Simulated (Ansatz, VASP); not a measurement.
# One calculation of Br, two programs

```
Br
1.0
     0.00000    2.35074    2.35074
     2.35074    0.00000    2.35074
     2.35074    2.35074    0.00000
Br
1
Direct
  0.00000 0.00000 0.00000
```

Alike in both runs: functional r2SCAN; k mesh 16 × 16 × 16; occupations gaussian, width 0.1 eV; no spin polarisation.

Ansatz relaxed the structure, and its values are those at the end. VASP's run is a single point on that final structure, the one shown.

```csv
,VASP,Ansatz
version,VASP 6.6.1,Ansatz 0.2.0
potentials or method,"VASP PAW PBE potentials, release 64 (Br), cutoff 520 eV","scalar-relativistic, plane waves, PAW"
valence electrons in the cell,7,7
```

|  | VASP | Ansatz | Ansatz less VASP |
| --- | --- | --- | --- |
| gap on the k mesh at the Fermi level (eV) | none | none | - |
| pressure (GPa) | 0.0 | 0.0 | +0.02 |

VASP's potentials were made for PBE, not for r2SCAN. A gap of «none» marks a metal or a gap that the smearing closes. The functional is the same, so the differences come from potentials, cutoffs and numerics.
